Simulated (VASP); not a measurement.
Pb, 2 atoms in the cell. Symmetry: P6_3/mmc, No. 194, hexagonal system. Conventional cell: a = 3.567 Å, b = 3.567 Å, c = 5.311 Å, α = 90.00°, β = 90.00°, γ = 120.00°. Within 4.4 Å of Pb (site symmetry -6m2) lie 12 Pb at 3.36 to 3.57 Å. This isn't the form of Pb at room conditions, which is fcc. This cell differs from its parent crystal: strain +0.025 along x and y, -0.050 along z.

```yaml
Program: VASP 6.6.1
Task: single point
Functional: r2SCAN
Potentials_or_basis: VASP PAW PBE potentials, release 64 (Pb_d)
Cutoff: 520 eV
k_mesh: 18 × 18 × 10
Occupations: gaussian, width 0.15 eV
Spin: no spin polarisation
Dipole_correction: no
Further_INCAR_settings: ALGO = Normal; EDIFF = 1e-06; NBANDS = 21
```

Potentials or basis: VASP PAW PBE potentials, release 64 (Pb_d).

Run with:

```bash
$ cat potpaw_PBE.64/Pb_d/POTCAR > POTCAR
$ cp INCAR.step1 INCAR
$ mpirun -np 1 vasp_std > vasp.out
$ cp INCAR.step2 INCAR
$ mpirun -np 1 vasp_std > vasp.out
```

Hardware: 1 thread of Intel(R) Xeon(R) 6975P-C (Granite Rapids), with other jobs on the host.

Question: Estimate the wall time of this run.

Answer: Run time: 6.5 min on 1 thread of Intel(R) Xeon(R) 6975P-C (Granite Rapids), on a shared host, peak memory 0.34 GiB. Counts: k points 222.
